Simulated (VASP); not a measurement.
Wanted: the native input for a VASP 6.6.1 run.

```
Task                   : single point
Functional             : PBEsol
Potentials or basis    : VASP PAW PBE potentials, release 64 (Mg, O)
Cutoff                 : 520 eV
k mesh                 : 2 × 2 × 2
Occupations            : gaussian, width 0.01 eV
Spin                   : no spin polarisation
Dipole correction      : no
Further INCAR settings : ALGO = Normal; EDIFF = 1e-06; NBANDS = 26
```

The structure of MgO lies in POSCAR:

```
MgO
1.0
    6.6155739800      0.0000000000      0.0000000000
   -1.6538934900      2.8646275600      0.0000000000
    0.0000000000      0.0000000000      4.9828816700
Mg O
4 4
Direct
    0.1773524333      0.6804374946      0.0019203747
    0.3198551984      0.3374236196      0.4983250987
    0.6739773101      0.6664182202      0.0232881308
    0.8272600928      0.3130040402      0.5105489491
    0.1783907622      0.6981225161      0.3800210652
    0.3251022221      0.3328635154      0.8816326156
    0.6603322414      0.6449204866      0.4079195804
    0.8385373116      0.3282210271      0.9015349546
```

The input as run:

INCAR

```
  ALGO = Normal
  EDIFF = 1E-6
  ENCUT = 520
  GGA = PS
  GGA_COMPAT = F
  ISIF = 2
  ISMEAR = 0
  LASPH = T
  LCHARG = F
  LREAL = F
  LWAVE = F
  NBANDS = 26
  NELM = 120
  PREC = Accurate
  SIGMA = 0.01
```

KPOINTS

```
k-points
0
Gamma
  2 2 2
```

Potentials or basis: VASP PAW PBE potentials, release 64 (Mg, O).

The run is started by

```sh
$ cat potpaw_PBE.64/Mg/POTCAR potpaw_PBE.64/O/POTCAR > POTCAR
$ mpirun -np 1 vasp_std > vasp.out
```

Results of the run:

The pressure is 1.8 GPa and the largest force is 1.474 eV/Å. The band gap on the k mesh is 3.37 eV.

Caveat: the k points lie up to 0.95 Å⁻¹ apart; the PAW data sets were made with another functional, which shifts forces and pressure a little.

Run time: 30 s on 1 thread of Intel Xeon 8259CL (shared host), peak memory 0.23 GiB.
